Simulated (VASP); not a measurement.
# GaAs: single point with r2SCANh

Crystal: GaAs.

```xyz
2
Lattice="0.0000 2.8268 2.8268 2.8268 0.0000 2.8268 2.8268 2.8268 0.0000" Properties=species:S:1:pos:R:3 pbc="T T T"
As    4.2403    4.2403    4.2403
Ga    0.0000    0.0000    0.0000
```

```json
{
  "Program": "VASP 6.6.1",
  "Task": "single point",
  "Functional": "r2SCANh",
  "Potentials or basis": "VASP PAW PBE potentials, release 64 (As, Ga_d)",
  "Cutoff": "520 eV",
  "k mesh": "4 × 4 × 4",
  "Occupations": "fermi-dirac, width 0.05 eV",
  "Spin": "no spin polarisation"
}
```

The pressure is 0.3 GPa and the band gap on the k mesh is 1.56 eV.

Levels at points of the mesh, in eV from the valence-band top:
```csv
k point,band 5,band 6,band 7,band 8,band 9,band 10,band 11,band 12,band 13,band 14
"(0.00, 0.00, 0.00)",-16.19,-13.66,0.00,0.00,0.00,1.56,4.59,4.59,4.59,8.80
"(0.50, 0.00, 0.00)",-16.19,-11.76,-7.05,-1.22,-1.22,1.88,5.54,5.54,8.84,11.79
"(0.50, 0.50, 0.00)",-16.18,-10.95,-7.23,-2.87,-2.87,2.22,2.45,11.59,11.59,12.44
```

It took 5.6 min on 1 thread of Intel(R) Xeon(R) Platinum 8375C CPU @ 2.90GHz (Ice Lake), on a shared host, peak memory 0.18 GiB.

Caveat: the k points lie up to 0.48 Å⁻¹ apart; the PAW data sets were made with another functional, which shifts forces and pressure a little. A k mesh can miss the band edges.
